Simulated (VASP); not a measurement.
# Ag (Fd-3m) in VASP: notebook, part 2 of 2

VASP 6.6.1. The steps go on from the part before.

## Step 5: Single point, r2SCAN

This run uses another cell than the first one, of 28.26 Å³/atom.

POSCAR reads:

```
Ag
1.0
    0.0000000000      3.0459959173      3.0459959173
    3.0459959173      0.0000000000      3.0459959173
    3.0459959173      3.0459959173      0.0000000000
Ag
2
Direct
    1.0000000000      1.0000000000      1.0000000000
    0.2500000000      0.2500000000      0.2500000000
```

INCAR.step1 reads:

```
PREC = Accurate
ENCUT = 550
ISMEAR = -1
SIGMA = 0.05
LREAL = F
LASPH = T
NELM = 120
NBANDS = 18
GGA = PE
ALGO = Normal
EDIFF = 1E-5
LWAVE = T
LCHARG = F
GGA_COMPAT = F
```

INCAR.step2 reads:

```
PREC = Accurate
ENCUT = 550
EDIFF = 1E-6
ISMEAR = -1
SIGMA = 0.05
LREAL = F
LASPH = T
NELM = 120
ALGO = Normal
ISIF = 2
LWAVE = F
LCHARG = T
METAGGA = R2SCAN
LMIXTAU = T
LELF = T
LVHAR = T
NBANDS = 18
ISTART = 1
GGA_COMPAT = F
```

KPOINTS reads:

```
regular mesh
0
Gamma
  8 8 8
```

Potentials or basis: VASP PAW PBE potentials, release 64 (Ag).

Run with:

```
$ cat potpaw_PBE.64/Ag/POTCAR > POTCAR
$ cp INCAR.step1 INCAR
$ mpirun -np 1 vasp_std > vasp.out
$ cp INCAR.step2 INCAR
$ mpirun -np 1 vasp_std > vasp.out
```

OUTCAR:

```text
PREC = Accurate
   ENCUT = 550
   EDIFF = 1E-6
   ISMEAR = -1
   LREAL = F
   LASPH = T
   NELM = 120
   ISIF = 2
   METAGGA = R2SCAN
   ISTART = 1

 ion  position               nearest neighbor table
   1  0.000  0.000  0.000-   2 2.64   2 2.64   2 2.64   2 2.64
   2  0.250  0.250  0.250-   1 2.64   1 2.64   1 2.64   1 2.64

  LATTYP: Found a face centered cubic cell.
 ALAT       =     6.0919918346

  Lattice vectors:

 A1 = (   0.0000000000,   3.0459959173,   3.0459959173)
 A2 = (   3.0459959173,   0.0000000000,   3.0459959173)
 A3 = (   3.0459959173,   3.0459959173,   0.0000000000)

Analysis of symmetry for initial positions (statically):
=====================================================================
 Subroutine PRICEL returns:
 Original cell was already a primitive cell.

 Routine SETGRP: Setting up the symmetry group for a
 face centered cubic supercell.

 Subroutine GETGRP returns: Found 48 space group operations
 (whereof 24 operations were pure point group operations)
 out of a pool of 48 trial point group operations.

The static configuration has the point symmetry T_d .
 The point group associated with its full space group is O_h .

Analysis of symmetry for dynamics (positions and initial velocities):
=====================================================================
 Subroutine PRICEL returns:
 Original cell was already a primitive cell.

 Routine SETGRP: Setting up the symmetry group for a
 face centered cubic supercell.

 Subroutine GETGRP returns: Found 48 space group operations
 (whereof 24 operations were pure point group operations)
 out of a pool of 48 trial point group operations.

The dynamic configuration has the point symmetry T_d .
 The point group associated with its full space group is O_h .

 Subroutine INISYM returns: Found 48 space group operations
 (whereof 24 operations are pure point group operations),
 and found     1 'primitive' translations

[... 113 lines left out ...]
     AMIX     =   0.40;   BMIX     =  1.00
     AMIX_MAG =   1.60;   BMIX_MAG =  1.00
  volume/ion in A,a.u.               =      28.26       190.71
  Fermi-wavevector in a.u.,A,eV,Ry     =   1.195299  2.258787 19.439171  1.428739
  Thomas-Fermi vector in A             =   2.331267
   LORBIT       =      0    0 simple, 1 ext, 2 COOP (PROOUT), +10 PAW based schemes
   METAGGA = R2SCAN    functional components
   LHFCALC =     F    Hartree Fock is set to
   AEXX    =    0.0000 exact exchange contribution
   IVDW    =     0    specifies the selected vdW correction
   LEPSILON=     F    determine dielectric tensor
   LRPA    =     F    only Hartree local field effects (RPA)
 non-spin polarized calculation
  energy-cutoff  :      550.00
  volume of cell :       56.52
 maximum number of plane-waves:      1676
 NGX is ok and might be reduce to    36
   NGX = 17   NGY = 17   NGZ = 17

 number of electron      22.0000001 magnetization

 Free energy of the ion-electron system (eV)
  ---------------------------------------------------
  ext. energy  EPLUGINS =         0.00000000
  ---------------------------------------------------
  free energy    TOTEN  =       -40.97315756 eV

  energy without entropy =      -40.96480158  energy(sigma->0) =      -40.96897957

 E-fermi :   3.0842     XC(G=0):  -9.6510

 val. band max:        3.0813899099   @ k =  -0.3750   0.2500   0.1250
 cond. band min:       3.1243086078   @ k =  -0.3750   0.3750   0.0000
 fundamental gap:      0.0429186979
 Fermi energy:         3.0842370081

 k-point     1 :       0.0000    0.0000    0.0000
  band No.  band energies     occupation
      1      -1.9405      2.00000
      2      -1.8995      2.00000
      3      -1.8995      2.00000
      4      -1.8815      2.00000
      5      -1.8815      2.00000
      6      -1.8815      2.00000
[... 481 lines left out ...]
      5      -1.3293      2.00000
      6      -1.2970      2.00000
[... 10 lines left out ...]
     17      16.6711      0.00000
     18      16.6878      0.00000

 [... further k-points ...]

------------------------ aborting loop because EDIFF is reached ----------------------------------------

  FORCE on cell =-STRESS in cart. coord.  units (eV):
  Direction    XX          YY          ZZ          XY          YZ          ZX
  --------------------------------------------------------------------------------------
  -------------------------------------------------------------------------------------
  Total        0.0140839      0.0140839      0.0140839      0.0000000      0.0000000      0.0000000
  in kB        0.3992243      0.3992243      0.3992243      0.0000000      0.0000000      0.0000000
  external PRESSURE =       0.3992243 kB  Pullay stress =       0.0000000 kB

 VOLUME and BASIS-vectors are now :
 -----------------------------------------------------------------------------
  energy-cutoff  :      550.00
  volume of cell :       56.52
      direct lattice vectors                 reciprocal lattice vectors
     0.000000000  3.045995917  3.045995917    -0.164149925  0.164149925  0.164149925
     3.045995917  0.000000000  3.045995917     0.164149925 -0.164149925  0.164149925
     3.045995917  3.045995917  0.000000000     0.164149925  0.164149925 -0.164149925

 POSITION                                       TOTAL-FORCE (eV/Angst)
 -----------------------------------------------------------------------------------
      0.00000      0.00000      0.00000        -0.000000      0.000000      0.000000
      1.52300      1.52300      1.52300         0.000000     -0.000000     -0.000000
 -----------------------------------------------------------------------------------
    total drift:                                0.000000      0.000000      0.000000

  FREE ENERGIE OF THE ION-ELECTRON SYSTEM (eV)
  ---------------------------------------------------
  free  energy   TOTEN  =       -40.9731575581 eV

  energy  without entropy=      -40.9648015767  energy(sigma->0) =      -40.96897957
```

OSZICAR.step1:

```text
N       E                     dE             d eps       ncg     rms          rms(c)
DAV:   1     0.125041879432E+03    0.12504E+03   -0.11037E+04  1060   0.115E+03
DAV:   2    -0.206932123203E+01   -0.12711E+03   -0.11942E+03  1078   0.248E+02
DAV:   3    -0.406607884828E+01   -0.19968E+01   -0.19919E+01  1216   0.357E+01
DAV:   4    -0.407638624596E+01   -0.10307E-01   -0.10307E-01  1156   0.242E+00
DAV:   5    -0.407654461144E+01   -0.15837E-03   -0.15836E-03  1176   0.317E-01    0.476E+00
DAV:   6    -0.385990299902E+01    0.21664E+00   -0.75352E-01  1136   0.795E+00    0.348E+00
DAV:   7    -0.385431960068E+01    0.55834E-02   -0.63103E-03  1092   0.629E-01    0.196E+00
DAV:   8    -0.385175258061E+01    0.25670E-02   -0.91454E-04  1120   0.234E-01    0.228E-02
DAV:   9    -0.385177583331E+01   -0.23253E-04   -0.19779E-05  1116   0.321E-02    0.107E-02
DAV:  10    -0.385178268325E+01   -0.68499E-05   -0.52738E-06   870   0.177E-02
   1 F= -.38517827E+01 E0= -.38475651E+01  d E =-.843522E-02
```

It took 59 s on 1 thread of Intel Xeon 6975P-C (Granite Rapids), shared host; peak memory 0.22 GiB.

Results:

- Free energy: -40.9732 eV
- Pressure: 0.0 GPa
- Band gap on the k mesh: zero (bands 11 and 12 overlap by 1.22 eV)

Levels at points of the mesh, in eV from the Fermi level:
| k point | band 8 | band 9 | band 10 | band 11 | band 12 | band 13 | band 14 | band 15 |
| --- | --- | --- | --- | --- | --- | --- | --- | --- |
| (0.00, 0.00, 0.00) | -3.56 | -3.56 | -2.95 | -2.95 | 9.19 | 9.19 | 9.19 | 9.79 |
| (0.50, 0.00, 0.00) | -3.45 | -2.99 | -2.99 | -0.95 | -0.70 | 6.60 | 6.60 | 9.48 |
| (0.50, 0.50, 0.00) | -3.83 | -2.87 | -2.87 | 0.13 | 0.13 | 3.67 | 3.67 | 7.31 |

Caveat: the PAW data sets were made with another functional, which shifts forces and pressure a little.

## Step 6: The runs side by side

| cell | gap on the mesh (eV) | pressure (GPa) |
| --- | --- | --- |
| a = 3.781 Å, angles 60.0°, 2 atoms | none | 45.2 |
| a = 3.874 Å, angles 60.0°, 2 atoms | none | 30.3 |
| a = 4.012 Å, angles 60.0°, 2 atoms | none | 15.2 |
| a = 4.308 Å, angles 60.0°, 2 atoms | none | 0.0 |

Alike in all rows: task single point; level r2SCAN; potentials or basis VASP PAW PBE potentials, release 64 (Ag); no spin polarisation; k mesh 8 × 8 × 8; cutoff (eV) 550; smearing fermi-dirac 0.05 eV.

Caveats: the PAW data sets were made with another functional, which shifts forces and pressure a little; the cell stands under pressure (at least some runs).

Total energies depend on the potentials used, so only differences within one code and one set of settings carry meaning.
